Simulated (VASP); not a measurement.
# BaTiO3 in VASP: further runs, part 2 of 2

VASP 6.6.1. The steps go on from the part before.

## (3) Single point, PBE

This run uses another cell than the first one, of 12.74 Å³/atom.

Input file INCAR:

```
SYSTEM = BaTiO3
PREC = Accurate
ENCUT = 520
EDIFF = 1E-7
ISMEAR = -1
SIGMA = 0.02
LREAL = .FALSE.
LASPH = .TRUE.
NELM = 80
ALGO = Normal
ISIF = 2
LWAVE = .FALSE.
LCHARG = .FALSE.
GGA = PE
NBANDS = 28
```

Input file KPOINTS:

```
Automatic mesh
0
G
  6 6 6
  0 0 0
```

Input file POSCAR:

```
BaTiO3
1.0
    3.9940965204      0.0000000000      0.0000000000
    0.0000000000      3.9940965204      0.0000000000
    0.0000000000      0.0000000000      3.9940965204
Ba Ti O
1 1 3
Direct
    0.0000000000      0.0000000000      0.0000000000
    0.5000000000      0.5000000000      0.5000000000
    0.5000000000      0.5000000000      0.0000000000
    0.5000000000      0.0000000000      0.5000000000
    0.0000000000      0.5000000000      0.5000000000
```

Potentials or basis: VASP PAW PBE potentials, release 64 (Ba_sv, Ti_sv, O).

Launch:

```sh
$ cat potpaw_PBE.64/Ba_sv/POTCAR potpaw_PBE.64/Ti_sv/POTCAR potpaw_PBE.64/O/POTCAR > POTCAR
$ mpirun -np 1 vasp_std > vasp.out
```

OUTCAR:

```text
SYSTEM = BaTiO3
   PREC = Accurate
   ENCUT = 520
   EDIFF = 1E-7
   ISMEAR = -1
   LREAL = .FALSE.
   LASPH = .TRUE.
   NELM = 80
   ISIF = 2
   GGA = PE

 ion  position               nearest neighbor table
   1  0.000  0.000  0.000-   3 2.82   4 2.82   5 2.82   4 2.82   5 2.82   3 2.82   5 2.82   5 2.82
                             3 2.82   4 2.82   4 2.82   3 2.82   2 3.46   2 3.46   2 3.46   2 3.46
   2  0.500  0.500  0.500-   3 2.00   4 2.00   5 2.00   3 2.00   4 2.00   5 2.00   1 3.46   1 3.46
                             1 3.46   1 3.46   1 3.46   1 3.46   1 3.46   1 3.46
   3  0.500  0.500  0.000-   2 2.00   2 2.00   1 2.82   1 2.82   1 2.82   1 2.82
   4  0.500  0.000  0.500-   2 2.00   2 2.00   1 2.82   1 2.82   1 2.82   1 2.82
   5  0.000  0.500  0.500-   2 2.00   2 2.00   1 2.82   1 2.82   1 2.82   1 2.82

  LATTYP: Found a simple cubic cell.
 ALAT       =     3.9940965204

  Lattice vectors:

 A1 = (   3.9940965204,   0.0000000000,   0.0000000000)
 A2 = (   0.0000000000,   3.9940965204,   0.0000000000)
 A3 = (   0.0000000000,   0.0000000000,   3.9940965204)

Analysis of symmetry for initial positions (statically):
=====================================================================
[... 176 lines left out ...]
 cond. band min:       5.6396565867   @ k =   0.0000   0.0000   0.0000
 fundamental gap:      1.7564123607
 Fermi energy:         4.4611010249

 k-point     1 :       0.0000    0.0000    0.0000
  band No.  band energies     occupation
      1     -52.7295      2.00000
      2     -28.9439      2.00000
      3     -28.9439      2.00000
      4     -28.9439      2.00000
      5     -20.9161      2.00000
      6     -13.0246      2.00000
[... 609 lines left out ...]
     27      11.6210      0.00000
     28      11.6210      0.00000

------------------------ aborting loop because EDIFF is reached ----------------------------------------

  FORCE on cell =-STRESS in cart. coord.  units (eV):
  Direction    XX          YY          ZZ          XY          YZ          ZX
  --------------------------------------------------------------------------------------
  -------------------------------------------------------------------------------------
  Total        2.0031142      2.0031142      2.0031142      0.0000000     -0.0000000     -0.0000000
  in kB       50.3686876     50.3686876     50.3686876      0.0000000     -0.0000000     -0.0000000
  external PRESSURE =      50.3686876 kB  Pullay stress =       0.0000000 kB

 VOLUME and BASIS-vectors are now :
 -----------------------------------------------------------------------------
  energy-cutoff  :      520.00
  volume of cell :       63.72
      direct lattice vectors                 reciprocal lattice vectors
     3.994096520  0.000000000  0.000000000     0.250369513  0.000000000  0.000000000
     0.000000000  3.994096520  0.000000000     0.000000000  0.250369513  0.000000000
     0.000000000  0.000000000  3.994096520     0.000000000  0.000000000  0.250369513

 POSITION                                       TOTAL-FORCE (eV/Angst)
 -----------------------------------------------------------------------------------
      0.00000      0.00000      0.00000         0.000000      0.000000      0.000000
      1.99705      1.99705      1.99705         0.000000      0.000000      0.000000
      1.99705      1.99705      0.00000         0.000000      0.000000      0.000000
      1.99705      0.00000      1.99705         0.000000      0.000000      0.000000
      0.00000      1.99705      1.99705         0.000000      0.000000      0.000000
 -----------------------------------------------------------------------------------
    total drift:                                0.000000      0.000000     -0.000000

  FREE ENERGIE OF THE ION-ELECTRON SYSTEM (eV)
  ---------------------------------------------------
  free  energy   TOTEN  =       -39.9544123938 eV

  energy  without entropy=      -39.9544123938  energy(sigma->0) =      -39.95441239
```

stdout:

```text
POSCAR found type information on POSCAR BaTiO
 POSCAR found :  3 types and       5 ions
 scaLAPACK will be used
 LDA part: xc-table for (Slater+PW92), standard interpolation
 POSCAR, INCAR and KPOINTS ok, starting setup
 FFT: planning ... GRIDC
 FFT: planning ... GRID_SOFT
 FFT: planning ... GRID
 WAVECAR not read
 entering main loop
```

Wall time 23 s (1 thread of AMD EPYC 9R45 (Zen 5), shared host); peak memory 0.16 GiB.

Results:

| Property | Result |
| --- | --- |
| Free energy | -39.9544 eV |
| Pressure | 5.0 GPa |
| Band gap on the k mesh | 1.76 eV (least direct gap 1.90 eV) |

Levels at points of the mesh, in eV from the valence-band top:
```
           k point  band 16  band 17  band 18  band 19  band 20  band 21  band 22  band 23  band 24  band 25
(0.00, 0.00, 0.00)    -1.10    -1.10    -0.14    -0.14    -0.14     1.76     1.76     1.76     3.94     3.94
(0.50, 0.00, 0.00)    -1.94    -1.84    -1.84    -0.71    -0.71     1.92     3.52     3.52     3.95     5.98
(0.50, 0.50, 0.00)    -2.71    -1.72    -0.87    -0.87    -0.09     3.52     3.52     3.94     4.81     7.74
(0.50, 0.50, 0.50)    -2.40    -2.40     0.00     0.00     0.00     4.20     4.20     4.20     6.75     6.75
```

Caveat: the cell stands under pressure; spin-orbit coupling is left out, which moves the levels of the heavy elements.

## (4) Single point, PBE (epitaxial xy strain -3.0%)

Input file INCAR:

```
SYSTEM = BaTiO3
PREC = Accurate ; ENCUT = 520
EDIFF = 1E-7 ; ISMEAR = -1
SIGMA = 0.02 ; LREAL = .FALSE.
LASPH = .TRUE. ; NELM = 80
ALGO = Normal ; ISIF = 2
LWAVE = .FALSE. ; LCHARG = .FALSE.
GGA = PE ; NBANDS = 28
```

KPOINTS is that of step 3.

POSCAR, as its differences from that of step 3:

```diff
@@ -2,5 +2,5 @@
 1.0
-    3.9940965204      0.0000000000      0.0000000000
-    0.0000000000      3.9940965204      0.0000000000
-    0.0000000000      0.0000000000      3.9940965204
+    3.8742736248      0.0000000000      0.0000000000
+    0.0000000000      3.8742736248      0.0000000000
+    0.0000000000      0.0000000000      4.0887514592
 Ba Ti O
```

Launch:

```sh
$ cat potpaw_PBE.64/Ba_sv/POTCAR potpaw_PBE.64/Ti_sv/POTCAR potpaw_PBE.64/O/POTCAR > POTCAR
$ mpirun -np 1 vasp_std > vasp.out
```

Wall time 41 s (1 thread of AMD EPYC 9R45 (Zen 5), shared host); peak memory 0.19 GiB.

The run converged. Its results:

- Free energy: -39.7389 eV
- Pressure: 13.3 GPa
- Band gap on the k mesh: 1.71 eV (least direct gap 1.87 eV)

Stress tensor (GPa, compression positive):
```
17.45  0.00  0.00
 0.00 17.45  0.00
 0.00  0.00  5.08
```

Levels at points of the mesh, in eV from the valence-band top:
| k point | band 16 | band 17 | band 18 | band 19 | band 20 | band 21 | band 22 | band 23 | band 24 | band 25 |
| --- | --- | --- | --- | --- | --- | --- | --- | --- | --- | --- |
| (0.00, 0.00, 0.00) | -1.16 | -1.16 | -0.24 | -0.16 | -0.16 | 1.71 | 1.71 | 1.82 | 3.89 | 4.33 |
| (0.50, 0.00, 0.00) | -2.17 | -2.17 | -2.00 | -0.85 | -0.78 | 1.92 | 3.78 | 3.81 | 3.99 | 6.43 |
| (0.50, 0.50, 0.00) | -3.18 | -1.79 | -0.62 | -0.62 | -0.07 | 3.79 | 3.79 | 4.28 | 4.68 | 8.19 |
| (0.00, 0.00, 0.50) | -2.12 | -1.57 | -1.57 | -0.75 | -0.75 | 1.95 | 3.32 | 3.32 | 4.36 | 6.05 |
| (0.50, 0.00, 0.50) | -2.68 | -1.77 | -1.11 | -1.09 | -0.29 | 3.33 | 3.81 | 4.01 | 5.22 | 7.71 |
| (0.50, 0.50, 0.50) | -2.36 | -2.36 | -0.10 | -0.10 | 0.00 | 4.30 | 4.30 | 4.54 | 6.69 | 6.69 |

Caveat: the cell differs from its parent crystal (epitaxial xy strain -3.0%); the stress differs along the axes, from 5 to 17 GPa; spin-orbit coupling is left out, which moves the levels of the heavy elements. A k mesh can miss the band edges.

## (5) The runs side by side

| level | cell | k mesh | smearing | grid for exact exchange (PRECFOCK) | share of exact exchange | screening parameter | gap on the mesh (eV) | pressure (GPa) |
| --- | --- | --- | --- | --- | --- | --- | --- | --- |
| HSE06 | a = 3.874, b = 3.874, c = 4.089 Å, 5 atoms | 4 × 4 × 4 | gaussian 0.01 eV | Fast | 0.25 | 0.2079 1/Å | 3.14 | 7.6 |
| PBE | a = 3.994 Å, 5 atoms | 6 × 6 × 6 | fermi-dirac 0.02 eV | - | - | - | 1.76 | 5.0 |
| PBE | a = 3.874, b = 3.874, c = 4.089 Å, 5 atoms | 6 × 6 × 6 | fermi-dirac 0.02 eV | - | - | - | 1.71 | 13.3 |

Alike in all rows: task single point; potentials or basis VASP PAW PBE potentials, release 64 (Ba_sv, Ti_sv, O); no spin polarisation; cutoff (eV) 520.

Caveats: spin-orbit coupling is left out, which moves the levels of the heavy elements; the stress differs along the axes, from -0 to 12 GPa (at least some runs); the PAW data sets were made with another functional, which shifts forces and pressure a little (at least some runs); the cell stands under pressure (at least some runs); the stress differs along the axes, from 5 to 17 GPa (at least some runs).

Total energies depend on the potentials used, so only differences within one code and one set of settings carry meaning.
